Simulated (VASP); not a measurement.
# TiO2 in VASP: notebook, part 2 of 2

VASP 6.6.1. The steps go on from the part before.

### Step 3. Single point, PBE+U (atoms shifted along a free coordinate)

File INCAR:

```
PREC = Accurate ; ENCUT = 520
EDIFF = 1E-7 ; ISMEAR = 0
SIGMA = 0.05 ; LREAL = F
LASPH = T ; NELM = 150
ALGO = Normal ; ISIF = 2
LWAVE = F ; LCHARG = F
LMAXMIX = 4 ; LDAU = T
LDAUTYPE = 2 ; LDAUL = 2 -1
LDAUU = 4 0 ; LDAUJ = 0 0
LDAUPRINT = 1 ; GGA = PE
NBANDS = 33
```

File KPOINTS:

```
Automatic mesh
0
Gamma
  6 6 6
```

File POSCAR:

```
TiO2
1.0
    2.6403699524     -2.6404433249     -0.0197025433
    2.6403699524      2.6404433249     -0.0197025433
   -2.6045504488      0.0000000000      4.8027412153
Ti O
2 4
Direct
    0.1250069486      0.8749930514      0.2500000000
    0.8749930514      0.1250069486      0.7500000000
    0.3455605588      0.0955838341      0.6911308395
    0.6544394412      0.9044161659      0.3088691605
    0.9044161659      0.6544394412      0.8088691605
    0.0955838341      0.3455605588      0.1911308395
```

Potentials or basis: VASP PAW PBE potentials, release 64 (Ti_sv, O).

The run is started by

```
cat potpaw_PBE.64/Ti_sv/POTCAR potpaw_PBE.64/O/POTCAR > POTCAR
mpirun -np 1 vasp_std > vasp.out
```

OUTCAR:

```text
PREC = Accurate
   ENCUT = 520
   EDIFF = 1E-7
   ISMEAR = 0
   LREAL = F
   LASPH = T
   NELM = 150
   ISIF = 2
   GGA = PE

 ion  position               nearest neighbor table
   1  0.125  0.875  0.250-   4 1.89   6 1.89   6 1.89   4 1.89   3 2.11   5 2.11
   2  0.875  0.125  0.750-   5 1.89   3 1.89   5 1.89   3 1.89   6 2.11   4 2.11
   3  0.346  0.096  0.691-   2 1.89   2 1.89   1 2.11
   4  0.654  0.904  0.309-   1 1.89   1 1.89   2 2.11
   5  0.904  0.654  0.809-   2 1.89   2 1.89   1 2.11
   6  0.096  0.346  0.191-   1 1.89   1 1.89   2 2.11

  LATTYP: Found a base centered monoclinic cell.
 ALAT       =     5.2808869239
 B/A-ratio  =     0.9999999481
 C/A-ratio  =     1.0345830161
 COS(beta)  =    -0.4832630161

  Lattice vectors:

 A1 = (   2.6403699524,  -2.6404433249,  -0.0197025433)
 A2 = (   2.6403699524,   2.6404433249,  -0.0197025433)
 A3 = (  -2.6045504488,   0.0000000000,   4.8027412153)

Analysis of symmetry for initial positions (statically):
=====================================================================
 Subroutine PRICEL returns:
 Original cell was already a primitive cell.

 Routine SETGRP: Setting up the symmetry group for a
 base centered monoclinic supercell.

 Subroutine GETGRP returns: Found  4 space group operations
 (whereof  2 operations were pure point group operations)
 out of a pool of  4 trial point group operations.

The static configuration has the point symmetry S_2 .
 The point group associated with its full space group is C_2h.

Analysis of symmetry for dynamics (positions and initial velocities):
[... 222 lines left out ...]
  o =  0.1255  v =  0.0000  0.0000  0.0000  0.0000  0.0000  0.0000  0.0000  0.0000 -0.0075  1.0000      0.0000  0.0000  0.0000  0.0000  0.0000  0.0000  0.0000  0.0000  0.0000  0.0000
  o =  0.2226  v =  0.0000  0.0000  0.0000  0.0000  0.0000  0.0000 -0.0000 -0.9999 -0.0130 -0.0000      0.0000  0.0000  0.0000  0.0000  0.0000  0.0000  0.0000  0.0000  0.0000  0.0000
  o =  0.2226  v =  0.0000 -0.0000 -0.9999 -0.0130 -0.0000  0.0000  0.0000  0.0000  0.0000  0.0000      0.0000  0.0000  0.0000  0.0000  0.0000  0.0000  0.0000  0.0000  0.0000  0.0000
  o =  0.2832  v = -1.0000  0.0075 -0.0000 -0.0000  0.0000  0.0000  0.0000  0.0000  0.0000  0.0000      0.0000  0.0000  0.0000  0.0000  0.0000  0.0000  0.0000  0.0000  0.0000  0.0000
  o =  0.2832  v =  0.0000  0.0000  0.0000  0.0000  0.0000 -1.0000  0.0075 -0.0000 -0.0000  0.0000      0.0000  0.0000  0.0000  0.0000  0.0000  0.0000  0.0000  0.0000  0.0000  0.0000

 number of electron      47.9999998 magnetization

 Free energy of the ion-electron system (eV)
  ---------------------------------------------------
  ext. energy  EPLUGINS =         0.00000000
  ---------------------------------------------------
  free energy    TOTEN  =       -47.83661687 eV

  energy without entropy =      -47.83661687  energy(sigma->0) =      -47.83661687

 E-fermi :   4.4742     XC(G=0): -10.9205

 val. band max:        4.2129553647   @ k =   0.5000   0.5000  -0.0000
 cond. band min:       6.4943569544   @ k =   0.0000   0.0000   0.0000
 fundamental gap:      2.2814015897
 Fermi energy:         4.4741607848

 k-point     1 :       0.0000    0.0000    0.0000
  band No.  band energies     occupation
      1     -53.5253      2.00000
      2     -53.4700      2.00000
      3     -29.9211      2.00000
      4     -29.7049      2.00000
      5     -29.7049      2.00000
      6     -29.6432      2.00000
[... 853 lines left out ...]
     32       9.6657      0.00000
     33      10.4398      0.00000

 [... further k-points ...]

------------------------ aborting loop because EDIFF is reached ----------------------------------------

  FORCE on cell =-STRESS in cart. coord.  units (eV):
  Direction    XX          YY          ZZ          XY          YZ          ZX
  --------------------------------------------------------------------------------------
  -------------------------------------------------------------------------------------
  Total       10.2005201     10.2010634     -1.4176713      0.0000000      0.0000000     -0.0872958
  in kB      245.0378154    245.0508649    -34.0554276      0.0000000      0.0000000     -2.0970268
  external PRESSURE =     152.0110842 kB  Pullay stress =       0.0000000 kB

 VOLUME and BASIS-vectors are now :
 -----------------------------------------------------------------------------
  energy-cutoff  :      520.00
  volume of cell :       66.70
      direct lattice vectors                 reciprocal lattice vectors
     2.640369952 -2.640443325 -0.019702543     0.190136830 -0.189362141  0.103112148
     2.640369952  2.640443325 -0.019702543     0.190136830  0.189362141  0.103112148
    -2.604550449  0.000000000  4.802741215     0.001560017  0.000000000  0.209060430

 POSITION                                       TOTAL-FORCE (eV/Angst)
 -----------------------------------------------------------------------------------
      1.98923      1.98030      1.18098        -0.000000      0.000222      0.000000
      0.68696     -1.98030      3.58235        -0.000000     -0.000222      0.000000
     -0.63530     -0.66005      3.31063        -0.010256     -0.000151     -1.389473
      3.31149      0.66005      1.45271         0.010256      0.000151      1.389473
      2.00921     -0.66005      3.85408         0.010256     -0.000151      1.389473
      0.66697      0.66005      0.90926        -0.010256      0.000151     -1.389473
 -----------------------------------------------------------------------------------
    total drift:                               -0.000000     -0.000000      0.000000

  FREE ENERGIE OF THE ION-ELECTRON SYSTEM (eV)
  ---------------------------------------------------
  free  energy   TOTEN  =       -47.8366168704 eV

  energy  without entropy=      -47.8366168704  energy(sigma->0) =      -47.83661687
```

Wall time 83 s (1 thread of AMD EPYC 9R45 (Zen 5), shared host); peak memory 0.22 GiB.

What came out:

- Free energy: -47.8366 eV
- Pressure: 15.2 GPa
- Largest force: 1.390 eV/Å
- Band gap on the k mesh: 2.28 eV (least direct gap 3.00 eV)

Forces in eV/Å, atoms in the order of the input:
```
Ti   0.000  0.000  0.000
Ti   0.000  0.000  0.000
O   -0.010  0.000 -1.389
O    0.010  0.000  1.389
O    0.010  0.000  1.389
O   -0.010  0.000 -1.389
```

Stress tensor (GPa, compression positive):
```
24.50  0.00 -0.21
 0.00 24.51  0.00
-0.21  0.00 -3.41
```

Levels at points of the mesh, in eV from the valence-band top:
```
           k point  band 20  band 21  band 22  band 23  band 24  band 25  band 26  band 27  band 28  band 29
(0.00, 0.00, 0.00)    -1.15    -1.01    -1.01    -0.82    -0.82     2.28     3.01     3.53     3.53     3.78
(0.50, 0.00, 0.00)    -2.27    -2.22    -1.45    -1.38    -1.05     3.23     3.48     3.76     4.03     4.45
(0.50, 0.50, 0.00)    -3.02    -2.77    -2.77     0.00     0.00     3.75     3.75     4.18     4.18     5.26
(0.00, 0.00, 0.50)    -1.85    -1.73    -1.73    -0.51    -0.51     2.63     2.63     3.45     3.45     3.89
(0.50, 0.00, 0.50)    -2.27    -2.22    -1.45    -1.38    -1.05     3.23     3.48     3.76     4.03     4.45
(0.50, 0.50, 0.50)    -3.02    -2.77    -2.77     0.00     0.00     3.75     3.75     4.18     4.18     5.26
```

Eigenvalues of the final occupation matrices:
```
    site  spin  trace               eigenvalues
site 1 d     1   0.83  0.10 0.10 0.13 0.22 0.28
site 1 d     2   0.83  0.10 0.10 0.13 0.22 0.28
site 2 d     1   0.83  0.10 0.10 0.13 0.22 0.28
site 2 d     2   0.83  0.10 0.10 0.13 0.22 0.28
```

Caveat: the cell differs from its parent crystal (atoms shifted along a free coordinate); the stress differs along the axes, from -3 to 25 GPa; forces of over 1 eV/Å act on the atoms, so gaps and moduli don't describe the material at rest. A k mesh can miss the band edges.

### Step 4. Single point, PBE+U (atoms shifted along a free coordinate)

File INCAR:

```
SYSTEM = TiO2
PREC = Accurate
ENCUT = 520
EDIFF = 1E-6
ISMEAR = 0
SIGMA = 0.05
LREAL = .FALSE.
LASPH = .TRUE.
NELM = 150
ALGO = Normal
ISIF = 2
LWAVE = .FALSE.
LCHARG = .FALSE.
LMAXMIX = 4
LDAU = .TRUE.
LDAUTYPE = 2
LDAUL = 2 -1
LDAUU = 4 0
LDAUJ = 0 0
LDAUPRINT = 1
GGA = PE
NBANDS = 33
```

File KPOINTS:

```
Automatic mesh
0
G
  6 6 6
  0 0 0
```

File POSCAR:

```
TiO2
1.0
    2.6403699524     -2.6404433249     -0.0197025433
    2.6403699524      2.6404433249     -0.0197025433
   -2.6045504488      0.0000000000      4.8027412153
Ti O
2 4
Direct
    0.1250069486      0.8749930514      0.2500000000
    0.8749930514      0.1250069486      0.7500000000
    0.3148847788      0.0649080541      0.6297792795
    0.6851152212      0.9350919459      0.3702207205
    0.9350919459      0.6851152212      0.8702207205
    0.0649080541      0.3148847788      0.1297792795
```

The run is started by

```
cat potpaw_PBE.64/Ti_sv/POTCAR potpaw_PBE.64/O/POTCAR > POTCAR
mpirun -np 1 vasp_std > vasp.out
```

Run time: 76 s. Hardware: 1 thread of AMD EPYC 9R45 (Zen 5), shared host; peak memory 0.22 GiB.

It converged, with:

| Item | Value |
| --- | --- |
| Free energy | -46.7774 eV |
| Pressure | 35.5 GPa |
| Largest force | 4.569 eV/Å |
| Band gap on the k mesh | 2.89 eV (least direct gap 3.15 eV) |

Forces in eV/Å, atoms in the order of the input:
```
Ti   0.000  0.000  0.000
Ti   0.000  0.000  0.000
O    0.034  0.000  4.569
O   -0.034  0.000 -4.569
O   -0.034  0.000 -4.569
O    0.034  0.000  4.569
```

Stress tensor (GPa, compression positive):
```
20.03  0.00  0.35
 0.00 20.03  0.00
 0.35  0.00 66.46
```

Levels at points of the mesh, in eV from the valence-band top:
| k point | band 22 | band 23 | band 24 | band 25 | band 26 | band 27 |
| --- | --- | --- | --- | --- | --- | --- |
| (0.00, 0.00, 0.00) | -0.63 | -0.42 | -0.42 | 2.89 | 3.72 | 5.15 |
| (0.50, 0.00, 0.00) | -1.10 | -0.90 | -0.38 | 3.75 | 4.14 | 4.25 |
| (0.50, 0.50, 0.00) | -1.88 | -0.71 | -0.71 | 3.82 | 3.82 | 4.33 |
| (0.00, 0.00, 0.50) | -1.11 | 0.00 | 0.00 | 3.29 | 3.29 | 4.63 |
| (0.50, 0.00, 0.50) | -1.10 | -0.90 | -0.38 | 3.75 | 4.14 | 4.25 |
| (0.50, 0.50, 0.50) | -1.88 | -0.71 | -0.71 | 3.82 | 3.82 | 4.33 |

Eigenvalues of the final occupation matrices:
```
    site  spin  trace               eigenvalues
site 1 d     1   0.87  0.08 0.12 0.12 0.23 0.31
site 1 d     2   0.87  0.08 0.12 0.12 0.23 0.31
site 2 d     1   0.87  0.08 0.12 0.12 0.23 0.31
site 2 d     2   0.87  0.08 0.12 0.12 0.23 0.31
```

Caveat: the cell differs from its parent crystal (atoms shifted along a free coordinate); the stress differs along the axes, from 20 to 66 GPa; forces of over 1 eV/Å act on the atoms, so gaps and moduli don't describe the material at rest. A k mesh can miss the band edges.

### Step 5. The runs side by side

```tsv
cell	gap on the mesh (eV)	pressure (GPa)	largest force (eV/Å)
as given, atomic positions A	2.94	22.6	1.16
as given, atomic positions B	2.28	15.2	1.39
as given, atomic positions C	2.89	35.5	4.57
```

Alike in all rows: task single point; level PBE+U; potentials or basis VASP PAW PBE potentials, release 64 (Ti_sv, O); no spin polarisation; Ti d U = 4.0 eV; k mesh 6 × 6 × 6; cutoff (eV) 520; smearing gaussian 0.05 eV.

Caveats: forces of over 1 eV/Å act on the atoms, so gaps and moduli don't describe the material at rest; the stress differs along the axes, from 20 to 28 GPa (at least some runs); the stress differs along the axes, from -3 to 25 GPa (at least some runs); the stress differs along the axes, from 20 to 66 GPa (at least some runs).

Absolute energies hang on the potentials; compare differences alone.
